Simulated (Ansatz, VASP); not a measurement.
## Two plane-wave programs on H

```
CELL_PARAMETERS angstrom
10.00000 0.00000 0.00000
0.00000 10.00000 0.00000
0.00000 0.00000 10.00000
ATOMIC_POSITIONS crystal
H 0.50000 0.50000 0.45450
H 0.50000 0.50000 0.54550
```

Alike in both runs: task single point; functional PBE; dispersion D3(BJ); k mesh 1 × 1 × 1; occupations gaussian, width 0.02 eV; no spin polarisation.

|  | VASP | Ansatz |
| --- | --- | --- |
| version | VASP 6.6.1 | Ansatz 0.2.0 |
| potentials or method | VASP PAW PBE potentials, release 64 (H) | scalar-relativistic, plane waves, PAW |
| plane-wave cutoff (eV) | 400 | 420 |
| valence electrons in the cell | 2 | 2 |

|  | VASP | Ansatz | Ansatz less VASP |
| --- | --- | --- | --- |
| gap on the k mesh at the Fermi level (eV) | 9.37 | 9.37 | +0.001 |
